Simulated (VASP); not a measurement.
# ZrTi5C6 (Pmmm) in VASP: a series of runs

ZrTi5C6 is run at these levels: PBE; tasks: single point.

Everything below comes from runs of VASP 6.6.1. Logs are shortened: lines on timing, memory, paths and dates and some standing lists are left out, and cuts for length are marked.

## 1. The cell of the first run

The structure is orthorhombic, space group Pmmm (No. 47). Conventional cell: a = 3.114 Å, b = 4.410 Å, c = 9.340 Å, α = 90.00°, β = 90.00°, γ = 90.00°. Within 2.9 Å of Zr (site symmetry mmm) lie 6 C at 2.21 to 2.28 Å. Within 2.9 Å of Ti (site symmetry mm2) lie 6 C at 2.16 to 2.21 Å. Within 2.9 Å of Ti (site symmetry mm2) lie 6 C at 2.18 to 2.24 Å. Within 2.9 Å of Ti (site symmetry mmm) lie 6 C at 2.18 to 2.21 Å. C (site symmetry mm2) has 6 Ti at 2.18 to 2.21 Å within 2.9 Å. C (site symmetry mm2) has 4 Ti at 2.16 to 2.21 Å and 2 Zr at 2.28 Å within 2.9 Å. C (site symmetry mmm) has 2 Zr at 2.21 Å and 4 Ti at 2.24 Å within 2.9 Å. Within 2.9 Å of C (site symmetry mmm) lie 6 Ti at 2.17 to 2.21 Å.

## 2. Single point, PBE

Contents of INCAR:

```
PREC = Accurate ; ENCUT = 520
EDIFF = 1E-7 ; ISMEAR = 0
SIGMA = 0.1 ; LREAL = F
LASPH = T ; NELM = 80
ALGO = Normal ; ISIF = 2
LWAVE = F ; LCHARG = F
GGA = PE ; NBANDS = 60
```

Contents of KPOINTS:

```
regular mesh
0
Gamma
  6 4 2
```

Contents of POSCAR:

```
ZrTi5C6
1.0
    3.1140689182      0.0000000000      0.0000000000
    0.0000000000      4.4103699146      0.0000000000
    0.0000000000      0.0000000000      9.3401514583
Zr Ti C
1 5 6
Direct
    0.0000000000      0.0000000000      0.0000000000
    0.0000000000      0.0000000000      0.6618393461
    0.5000000000      0.5000000000      0.8272295711
    0.5000000000      0.5000000000      0.1727704289
    0.0000000000      0.0000000000      0.3381606539
    0.5000000000      0.5000000000      0.5000000000
    0.0000000000      0.5000000000      0.6639893808
    0.5000000000      0.0000000000      0.8221827206
    0.0000000000      0.5000000000      0.0000000000
    0.5000000000      0.0000000000      0.1778172794
    0.0000000000      0.5000000000      0.3360106192
    0.5000000000      0.0000000000      0.5000000000
```

Potentials or basis: VASP PAW PBE potentials, release 64 (Zr_sv, Ti_sv, C).

Run with:

```console
$ cat potpaw_PBE.64/Zr_sv/POTCAR potpaw_PBE.64/Ti_sv/POTCAR potpaw_PBE.64/C/POTCAR > POTCAR
$ mpirun -np 1 vasp_std > vasp.out
```

OUTCAR:

```text
PREC = Accurate
   ENCUT = 520
   EDIFF = 1E-7
   ISMEAR = 0
   LREAL = F
   LASPH = T
   NELM = 80
   ISIF = 2
   GGA = PE

 ion  position               nearest neighbor table
   1  0.000  0.000  0.000-   9 2.21   9 2.21  10 2.28   8 2.28   8 2.28  10 2.28   4 3.15   4 3.15
                             3 3.15   4 3.15   3 3.15   3 3.15   3 3.15   4 3.15   2 3.16   5 3.16
   2  0.000  0.000  0.662-   8 2.16   8 2.16  12 2.17  12 2.17   7 2.21   7 2.21   1 3.16
   3  0.500  0.500  0.827-   7 2.18   7 2.18   8 2.21   8 2.21   9 2.24   9 2.24   1 3.15   1 3.15
                             1 3.15   1 3.15
   4  0.500  0.500  0.173-  11 2.18  11 2.18  10 2.21  10 2.21   9 2.24   9 2.24   1 3.15   1 3.15
                             1 3.15   1 3.15
   5  0.000  0.000  0.338-  10 2.16  10 2.16  12 2.17  12 2.17  11 2.21  11 2.21   1 3.16
   6  0.500  0.500  0.500-   7 2.18  11 2.18   7 2.18  11 2.18  12 2.21  12 2.21
   7  0.000  0.500  0.664-   3 2.18   3 2.18   6 2.18   6 2.18   2 2.21   2 2.21
   8  0.500  0.000  0.822-   2 2.16   2 2.16   3 2.21   3 2.21   1 2.28   1 2.28
   9  0.000  0.500  0.000-   1 2.21   1 2.21   4 2.24   3 2.24   3 2.24   4 2.24
  10  0.500  0.000  0.178-   5 2.16   5 2.16   4 2.21   4 2.21   1 2.28   1 2.28
  11  0.000  0.500  0.336-   4 2.18   4 2.18   6 2.18   6 2.18   5 2.21   5 2.21
  12  0.500  0.000  0.500-   2 2.17   5 2.17   2 2.17   5 2.17   6 2.21   6 2.21

  LATTYP: Found a simple orthorhombic cell.
 ALAT       =     3.1140689182
 B/A-ratio  =     1.4162724174
 C/A-ratio  =     2.9993399965

  Lattice vectors:

 A1 = (   3.1140689182,   0.0000000000,   0.0000000000)
 A2 = (   0.0000000000,   4.4103699146,   0.0000000000)
 A3 = (   0.0000000000,   0.0000000000,   9.3401514583)

Analysis of symmetry for initial positions (statically):
=====================================================================
 Subroutine PRICEL returns:
 Original cell was already a primitive cell.

 Routine SETGRP: Setting up the symmetry group for a
 simple orthorhombic supercell.

 Subroutine GETGRP returns: Found  8 space group operations
 (whereof  8 operations were pure point group operations)
 out of a pool of  8 trial point group operations.

The static configuration has the point symmetry D_2h.

Analysis of symmetry for dynamics (positions and initial velocities):
=====================================================================
 Subroutine PRICEL returns:
 Original cell was already a primitive cell.

 Routine SETGRP: Setting up the symmetry group for a
 simple orthorhombic supercell.

[... 135 lines left out ...]
   NUPDOWN=      -1.0000    fix difference up-down
   EMIN   =  10.00;   EMAX   =-10.00  energy-range for DOS
   EFERMI =   0.00;   METHOD = LEGACY
   ISMEAR =     0;   SIGMA  =   0.10  broadening in eV -4-tet -1-fermi 0-gaus
   EFERMI_NEDOS =   21; number of points for ismear=-14 and -15
   IALGO  =     38    algorithm
   IMIX   =      4    mixing-type and parameters
     AMIX     =   0.40;   BMIX     =  1.00
     AMIX_MAG =   1.60;   BMIX_MAG =  1.00
  volume/ion in A,a.u.               =      10.69        72.14
  Fermi-wavevector in a.u.,A,eV,Ry     =   1.486322  2.808741 30.057346  2.209153
  Thomas-Fermi vector in A             =   2.599623
   LORBIT       =      0    0 simple, 1 ext, 2 COOP (PROOUT), +10 PAW based schemes
   GGA     = PE    functional components
   LHFCALC =     F    Hartree Fock is set to
   AEXX    =    0.0000 exact exchange contribution
   IVDW    =     0    specifies the selected vdW correction
   LEPSILON=     F    determine dielectric tensor
   LRPA    =     F    only Hartree local field effects (RPA)
 non-spin polarized calculation
 Gauss-broadening in eV      SIGMA  =   0.10
  energy-cutoff  :      520.00
  volume of cell :      128.28
 maximum number of plane-waves:      3480
 NGX is ok and might be reduce to    24
   NGX = 11   NGY = 17   NGZ = 35

 number of electron      96.0000003 magnetization

 Free energy of the ion-electron system (eV)
  ---------------------------------------------------
  ext. energy  EPLUGINS =         0.00000000
  ---------------------------------------------------
  free energy    TOTEN  =      -112.51740939 eV

  energy without entropy =     -112.50369799  energy(sigma->0) =     -112.51055369

 E-fermi :   9.3032     XC(G=0): -12.5543

 val. band max:        9.2592241508   @ k =   0.1667   0.0000   0.5000
 cond. band min:       9.3422816712   @ k =   0.1667   0.0000   0.5000
 fundamental gap:      0.0830575204
 Fermi energy:         9.3031764605

 k-point     1 :       0.0000    0.0000    0.0000
  band No.  band energies     occupation
      1     -47.3195      2.00000
      2     -47.3097      2.00000
      3     -47.2659      2.00000
      4     -47.1813      2.00000
      5     -47.1779      2.00000
      6     -38.2445      2.00000
[... 1501 lines left out ...]
     59      12.5108      0.00000
     60      12.6626      0.00000

------------------------ aborting loop because EDIFF is reached ----------------------------------------

  FORCE on cell =-STRESS in cart. coord.  units (eV):
  Direction    XX          YY          ZZ          XY          YZ          ZX
  --------------------------------------------------------------------------------------
  -------------------------------------------------------------------------------------
  Total        0.0412657      0.1074202      0.0879731      0.0000000      0.0000000      0.0000000
  in kB        0.5153976      1.3416503      1.0987608      0.0000000      0.0000000      0.0000000
  external PRESSURE =       0.9852696 kB  Pullay stress =       0.0000000 kB

 VOLUME and BASIS-vectors are now :
 -----------------------------------------------------------------------------
  energy-cutoff  :      520.00
  volume of cell :      128.28
      direct lattice vectors                 reciprocal lattice vectors
     3.114068918  0.000000000  0.000000000     0.321123272  0.000000000  0.000000000
     0.000000000  4.410369915  0.000000000     0.000000000  0.226738351  0.000000000
     0.000000000  0.000000000  9.340151458     0.000000000  0.000000000  0.107064645

 POSITION                                       TOTAL-FORCE (eV/Angst)
 -----------------------------------------------------------------------------------
      0.00000      0.00000      0.00000         0.000000      0.000000      0.000000
      0.00000      0.00000      6.18168        -0.000000      0.000000     -0.011295
      1.55703      2.20518      7.72645         0.000000      0.000000     -0.010267
      1.55703      2.20518      1.61370         0.000000      0.000000      0.010267
      0.00000      0.00000      3.15847         0.000000     -0.000000      0.011295
      1.55703      2.20518      4.67008         0.000000      0.000000      0.000000
      0.00000      2.20518      6.20176         0.000000      0.000000     -0.005710
      1.55703      0.00000      7.67931        -0.000000      0.000000      0.007050
      0.00000      2.20518      0.00000         0.000000      0.000000      0.000000
      1.55703      0.00000      1.66084         0.000000      0.000000     -0.007050
      0.00000      2.20518      3.13839         0.000000     -0.000000      0.005710
      1.55703      0.00000      4.67008         0.000000      0.000000      0.000000
 -----------------------------------------------------------------------------------
    total drift:                                0.000000     -0.000000      0.000000

  FREE ENERGIE OF THE ION-ELECTRON SYSTEM (eV)
  ---------------------------------------------------
  free  energy   TOTEN  =      -112.5174093940 eV

  energy  without entropy=     -112.5036979933  energy(sigma->0) =     -112.51055369
```

OSZICAR:

```text
N       E                     dE             d eps       ncg     rms          rms(c)
DAV:   1     0.139518117579E+04    0.13952E+04   -0.45825E+04  2880   0.194E+03
DAV:   2     0.106808513720E+03   -0.12884E+04   -0.12436E+04  2880   0.605E+02
DAV:   3    -0.121675664267E+03   -0.22848E+03   -0.21839E+03  4156   0.215E+02
[... 12 lines left out ...]
DAV:  16    -0.112517412695E+03   -0.64710E-05   -0.79272E-05  4216   0.544E-02    0.239E-02
DAV:  17    -0.112517412282E+03    0.41364E-06   -0.80190E-06  3952   0.194E-02    0.127E-02
DAV:  18    -0.112517409236E+03    0.30454E-05   -0.14408E-05  4152   0.205E-02    0.446E-03
DAV:  19    -0.112517409295E+03   -0.58308E-07   -0.10479E-06  3720   0.653E-03    0.155E-03
DAV:  20    -0.112517409394E+03   -0.99408E-07   -0.68522E-08  2072   0.169E-03
   1 F= -.11251741E+03 E0= -.11251055E+03  d E =-.137114E-01
```

Run time: 4.4 min. Hardware: 1 thread of Intel Xeon 6975P-C, shared host; peak memory 0.31 GiB.

Results:

```yaml
Free_energy: -112.5174 eV
Pressure: 0.1 GPa
Largest_force: 0.011 eV/Å
Band_gap_on_the_k_mesh: zero (band 48 reaches 10.09 eV, above the bottom of band 49 at 9.00 eV)
```

Forces in eV/Å, atoms in the order of the input:
```
Zr   0.000  0.000  0.000
Ti   0.000  0.000 -0.011
Ti   0.000  0.000 -0.010
Ti   0.000  0.000  0.010
Ti   0.000  0.000  0.011
Ti   0.000  0.000  0.000
C    0.000  0.000 -0.006
C    0.000  0.000  0.007
C    0.000  0.000  0.000
C    0.000  0.000 -0.007
C    0.000  0.000  0.006
C    0.000  0.000  0.000
```

(Part 1 of 2 ends here.)
